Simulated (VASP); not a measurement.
# Li2Mg2Si2Sb (R-3m) in VASP: single point with r2SCAN

Aim: the single point of Li2Mg2Si2Sb with r2SCAN.

Everything below comes from runs of VASP 6.6.1. Logs are shortened: lines on timing, memory, paths and dates and some standing lists are left out, and cuts for length are marked.

**1. The cell of the first run**

The structure is trigonal, space group R-3m (No. 166). Conventional cell: a = 4.448 Å, b = 4.448 Å, c = 25.310 Å, α = 90.00°, β = 90.00°, γ = 120.00°. Within 4.5 Å of Sb (site symmetry -3m) lie 2 Mg at 3.43 Å and 6 Si at 3.45 Å and 6 Li at 3.54 Å and 6 Sb at 4.45 Å. Mg (site symmetry 3m) has 4 Si at 2.70 to 2.80 Å and 3 Li at 2.76 Å and 3 Mg at 3.01 Å and 1 Sb at 3.43 Å within 3.6 Å. Within 3.4 Å of Li (site symmetry 3m) lie 3 Si at 2.57 Å and 3 Mg at 2.76 Å. Si (site symmetry 3m) has 3 Li at 2.57 Å and 4 Mg at 2.70 to 2.80 Å within 3.4 Å.

**2. Single point, r2SCAN**

The input, POSCAR:

```
Li2Mg2Si2Sb
1.0
    2.2238150000      3.8517570000      0.0000000000
   -2.2238150000      3.8517570000      0.0000000000
   -2.2238150000      1.2839160000      8.4367030000
Sb Mg Li Si
1 2 2 2
Direct
    0.0000000000      0.0000000000      0.0000000000
    0.8643900000      0.2712200000      0.5931700000
    0.1356100000      0.7287800000      0.4068300000
    0.4294100000      0.1411800000      0.2882300000
    0.5705900000      0.8588200000      0.7117700000
    0.7579000000      0.4842000000      0.2737000000
    0.2421000000      0.5158000000      0.7263000000
```

The input, INCAR.step1:

```
SYSTEM = Li2Mg2Si2Sb
PREC = Accurate
ENCUT = 520
ISMEAR = -1
SIGMA = 0.0214
LREAL = .FALSE.
LASPH = .TRUE.
NELM = 100
NBANDS = 20
GGA = PE
ALGO = Normal
EDIFF = 1E-4
LWAVE = .TRUE.
LCHARG = .FALSE.
```

The input, INCAR.step2:

```
SYSTEM = Li2Mg2Si2Sb
PREC = Accurate
ENCUT = 520
EDIFF = 1E-6
ISMEAR = -1
SIGMA = 0.0214
LREAL = .FALSE.
LASPH = .TRUE.
NELM = 100
ALGO = Normal
ISIF = 2
LWAVE = .FALSE.
LCHARG = .FALSE.
METAGGA = R2SCAN
LMIXTAU = .TRUE.
NBANDS = 20
ISTART = 1
```

The input, KPOINTS:

```
Automatic mesh
0
G
  8 8 8
  0 0 0
```

Potentials or basis: VASP PAW PBE potentials, release 64 (Sb, Mg, Li_sv, Si).

Started as:

```
$ cat potpaw_PBE.64/Sb/POTCAR potpaw_PBE.64/Mg/POTCAR potpaw_PBE.64/Li_sv/POTCAR potpaw_PBE.64/Si/POTCAR > POTCAR
$ cp INCAR.step1 INCAR
$ mpirun -np 1 vasp_std > vasp.out
$ cp INCAR.step2 INCAR
$ mpirun -np 1 vasp_std > vasp.out
```

OUTCAR:

```text
SYSTEM = Li2Mg2Si2Sb
   PREC = Accurate
   ENCUT = 520
   EDIFF = 1E-6
   ISMEAR = -1
   LREAL = .FALSE.
   LASPH = .TRUE.
   NELM = 100
   ISIF = 2
   METAGGA = R2SCAN
   ISTART = 1

 ion  position               nearest neighbor table
   1  0.000  0.000  0.000-   2 3.43   3 3.43   7 3.45   6 3.45   6 3.45   7 3.45   6 3.45   7 3.45

   2  0.864  0.271  0.593-   6 2.70   5 2.76   5 2.76   5 2.76   7 2.80   7 2.80   7 2.80   3 3.01
                             3 3.01   3 3.01   1 3.43
   3  0.136  0.729  0.407-   7 2.70   4 2.76   4 2.76   4 2.76   6 2.80   6 2.80   6 2.80   2 3.01
                             2 3.01   2 3.01   1 3.43
   4  0.429  0.141  0.288-   6 2.57   6 2.57   6 2.57   3 2.76   3 2.76   3 2.76
   5  0.571  0.859  0.712-   7 2.57   7 2.57   7 2.57   2 2.76   2 2.76   2 2.76
   6  0.758  0.484  0.274-   4 2.57   4 2.57   4 2.57   2 2.70   3 2.80   3 2.80   3 2.80   1 3.45
                             1 3.45   1 3.45
   7  0.242  0.516  0.726-   5 2.57   5 2.57   5 2.57   3 2.70   2 2.80   2 2.80   2 2.80   1 3.45
                             1 3.45   1 3.45

  LATTYP: Found a trigonal (rhomboedric) cell.
 ALAT       =     8.8188293418
 COS(alpha) =     0.8728239215

  Lattice vectors:

 A1 = (   2.2238150000,   1.2839160000,   8.4367030000)
 A2 = (  -2.2238150000,   1.2839160000,   8.4367030000)
 A3 = (   0.0000000000,  -2.5678410000,   8.4367030000)

Analysis of symmetry for initial positions (statically):
=====================================================================
 Subroutine PRICEL returns:
 Original cell was already a primitive cell.

 Routine SETGRP: Setting up the symmetry group for a
 trigonal (rhombohedral) supercell.

 Subroutine GETGRP returns: Found 12 space group operations
 (whereof 12 operations were pure point group operations)
 out of a pool of 12 trial point group operations.

The static configuration has the point symmetry D_3d.

Analysis of symmetry for dynamics (positions and initial velocities):
=====================================================================
 Subroutine PRICEL returns:
 Original cell was already a primitive cell.

 Routine SETGRP: Setting up the symmetry group for a
 trigonal (rhombohedral) supercell.

 Subroutine GETGRP returns: Found 12 space group operations
 (whereof 12 operations were pure point group operations)
 out of a pool of 12 trial point group operations.

The dynamic configuration has the point symmetry D_3d.

 Subroutine INISYM returns: Found 12 space group operations
 (whereof 12 operations are pure point group operations),
 and found     1 'primitive' translations
[... 110 lines left out ...]
   NFREE  =      0    steps in history (QN), initial steepest desc. (CG)
   ISIF   =      2    stress and relaxation
   ISYM   =      2    0-nonsym 1-usesym 2-fastsym
   POTIM  = 0.5000    time-step for ionic-motion
   TEBEG  =    0.0;   TEEND  =   0.0 temperature during run
   PSTRESS=    0.0 pullay stress
   NELECT =      23.0000    total number of electrons
   NUPDOWN=      -1.0000    fix difference up-down
   EMIN   =  10.00;   EMAX   =-10.00  energy-range for DOS
   EFERMI =   0.00;   METHOD = LEGACY
   ISMEAR =    -1;   SIGMA  =   0.02  broadening in eV -4-tet -1-fermi 0-gaus
   EFERMI_NEDOS =   21; number of points for ismear=-14 and -15
   IALGO  =     38    algorithm
   IMIX   =      4    mixing-type and parameters
     AMIX     =   0.40;   BMIX     =  1.00
     AMIX_MAG =   1.60;   BMIX_MAG =  1.00
  volume/ion in A,a.u.               =      20.65       139.33
  Fermi-wavevector in a.u.,A,eV,Ry     =   0.887151  1.676472 10.708277  0.787036
  Thomas-Fermi vector in A             =   2.008411
   LORBIT       =      0    0 simple, 1 ext, 2 COOP (PROOUT), +10 PAW based schemes
   METAGGA = R2SCAN    functional components
   LHFCALC =     F    Hartree Fock is set to
   AEXX    =    0.0000 exact exchange contribution
   IVDW    =     0    specifies the selected vdW correction
   LEPSILON=     F    determine dielectric tensor
   LRPA    =     F    only Hartree local field effects (RPA)
 non-spin polarized calculation
  energy-cutoff  :      520.00
  volume of cell :      144.53
 maximum number of plane-waves:      3926
 NGX is ok and might be reduce to    36
   NGX = 17   NGY = 17   NGZ = 33

 number of electron      23.0000003 magnetization

 Free energy of the ion-electron system (eV)
  ---------------------------------------------------
  ext. energy  EPLUGINS =         0.00000000
  ---------------------------------------------------
  free energy    TOTEN  =       -55.48855956 eV

  energy without entropy =      -55.48509463  energy(sigma->0) =      -55.48682709

 E-fermi :   4.0767     XC(G=0):  -9.3700

 val. band max:        4.0744380942   @ k =  -0.0000   0.5000   0.1250
 cond. band min:       4.1291991447   @ k =  -0.3750   0.2500   0.0000
 fundamental gap:      0.0547610505
 Fermi energy:         4.0766651215

 k-point     1 :       0.0000    0.0000    0.0000
  band No.  band energies     occupation
      1     -43.6508      2.00000
      2     -43.6503      2.00000
      3      -6.4089      2.00000
      4      -4.1340      2.00000
      5      -4.1007      2.00000
      6       1.6731      2.00000
[... 541 lines left out ...]
     19       8.8203      0.00000
     20       9.3007      0.00000

 [... further k-points ...]

------------------------ aborting loop because EDIFF is reached ----------------------------------------

  FORCE on cell =-STRESS in cart. coord.  units (eV):
  Direction    XX          YY          ZZ          XY          YZ          ZX
  --------------------------------------------------------------------------------------
  -------------------------------------------------------------------------------------
  Total       -0.0049090     -0.0049090     -4.8574733      0.0000000      0.0000017     -0.0000000
  in kB       -0.0544186     -0.0544185    -53.8469006      0.0000000      0.0000191     -0.0000000
  external PRESSURE =     -17.9852459 kB  Pullay stress =       0.0000000 kB

 VOLUME and BASIS-vectors are now :
 -----------------------------------------------------------------------------
  energy-cutoff  :      520.00
  volume of cell :      144.53
      direct lattice vectors                 reciprocal lattice vectors
     2.223815000  3.851757000  0.000000000     0.224838847  0.129810889  0.039509951
    -2.223815000  3.851757000  0.000000000    -0.224838847  0.129810889 -0.079019764
    -2.223815000  1.283916000  8.436703000     0.000000000  0.000000000  0.118529715

 POSITION                                       TOTAL-FORCE (eV/Angst)
 -----------------------------------------------------------------------------------
      0.00000      0.00000      0.00000        -0.000000      0.000000     -0.000000
      0.00000      5.13567      5.00440        -0.000000     -0.000000      0.461893
     -2.22382      3.85176      3.43230         0.000000      0.000000     -0.461893
      0.00000      2.56784      2.43171         0.000000      0.000000     -0.581252
     -2.22382      6.41959      6.00499        -0.000000     -0.000000      0.581252
      0.00000      5.13568      2.30913        -0.000000      0.000000     -0.478951
     -2.22382      3.85175      6.12758         0.000000     -0.000000      0.478951
 -----------------------------------------------------------------------------------
    total drift:                                0.000000      0.000000      0.000000

  FREE ENERGIE OF THE ION-ELECTRON SYSTEM (eV)
  ---------------------------------------------------
  free  energy   TOTEN  =       -55.4885595596 eV

  energy  without entropy=      -55.4850946303  energy(sigma->0) =      -55.48682709
```

OSZICAR.step1:

```text
N       E                     dE             d eps       ncg     rms          rms(c)
DAV:   1     0.698295465047E+02    0.69830E+02   -0.84163E+03  2600   0.957E+02
DAV:   2    -0.113484516379E+02   -0.81178E+02   -0.78637E+02  3052   0.191E+02
DAV:   3    -0.219105588567E+02   -0.10562E+02   -0.10434E+02  4528   0.417E+01
DAV:   4    -0.225848327708E+02   -0.67427E+00   -0.66829E+00  4044   0.127E+01
DAV:   5    -0.226165041006E+02   -0.31671E-01   -0.31666E-01  3844   0.249E+00    0.507E+00
DAV:   6    -0.212289680469E+02    0.13875E+01   -0.63754E+00  2976   0.736E+00    0.252E+00
DAV:   7    -0.211956518983E+02    0.33316E-01   -0.57894E-01  2968   0.293E+00    0.149E+00
DAV:   8    -0.211773589731E+02    0.18293E-01   -0.35317E-02  3580   0.791E-01    0.655E-01
DAV:   9    -0.211734026540E+02    0.39563E-02   -0.10059E-02  3264   0.394E-01    0.142E-01
DAV:  10    -0.211734083214E+02   -0.56674E-05   -0.14349E-03  3484   0.154E-01    0.596E-02
DAV:  11    -0.211734061385E+02    0.21829E-05   -0.30258E-04  2408   0.680E-02
   1 F= -.21173406E+02 E0= -.21171658E+02  d E =-.349582E-02
```

Run time: 13 min. Hardware: 1 thread of Intel Xeon Platinum 8488C (Sapphire Rapids), shared host; peak memory 0.46 GiB.

What came out:

```yaml
Free_energy: -55.4886 eV
Largest_force: 0.581 eV/Å
```

Forces on the atoms (eV/Å):
```
Sb   0.000  0.000  0.000
Mg   0.000  0.000  0.462
Mg   0.000  0.000 -0.462
Li   0.000  0.000 -0.581
Li   0.000  0.000  0.581
Si   0.000  0.000 -0.479
Si   0.000  0.000  0.479
```

Caveat: the cutoff is under 1.25 times the usual one of these potentials, so pressure, stress and relaxed cells hold a basis-set (Pulay) error; the PAW data sets were made with another functional, which shifts forces and pressure a little; spin-orbit coupling is left out, which moves the levels of the heavy elements.
